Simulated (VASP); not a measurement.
Write the native input for VASP 6.6.1 that does the following.

```
Task                   : single point
Functional             : PBEsol
Potentials or basis    : VASP PAW PBE potentials, release 64 (Al)
Cutoff                 : 520 eV
k mesh                 : 18 × 18 × 10
Occupations            : gaussian, width 0.15 eV
Spin                   : no spin polarisation
Dipole correction      : no
Further INCAR settings : ALGO = Fast; EDIFF = 1e-06; NBANDS = 10
```

The structure of Al lies in POSCAR:

```
Al
1.0
    2.8124553515      0.0000000000      0.0000000000
   -1.4062276757      2.4356577814      0.0000000000
    0.0000000000      0.0000000000      4.8668500000
Al
2
Direct
    0.5066641266      0.3333333333      0.7500000000
    0.3333333333      0.6666666667      0.2500000000
```

This cell differs from its parent crystal: atom 1 (Al) moved by (-0.450, +0.000) A along x and y.

One way to write it, as run:

INCAR

```
PREC = Accurate ; ENCUT = 520
EDIFF = 1E-6 ; ISMEAR = 0
SIGMA = 0.15 ; LREAL = False
LASPH = True ; NELM = 100
ALGO = Fast ; ISIF = 2
LWAVE = False ; LCHARG = False
GGA = PS ; NBANDS = 10
```

KPOINTS

```
Automatic mesh
0
Gamma
  18 18 10
```

Potentials or basis: VASP PAW PBE potentials, release 64 (Al).

Run with:

```console
$ cat potpaw_PBE.64/Al/POTCAR > POTCAR
$ mpirun -np 1 vasp_std > vasp.out
```

Results of the run:

```json
{
 "Pressure": "-0.1 GPa",
 "Largest force": "0.346 eV/Å",
 "Band gap on the k mesh": "zero (bands 3 and 4 overlap by 6.87 eV)"
}
```

Caveat: the cell differs from its parent crystal (atom 1 (Al) moved by (-0.450, +0.000) A along x and y); the PAW data sets were made with another functional, which shifts forces and pressure a little.

Wall time 4.6 min on 1 thread of Intel(R) Xeon(R) Platinum 8259CL CPU @ 2.50GHz (Skylake/Cascade Lake), with other jobs on the host, peak memory 0.36 GiB.
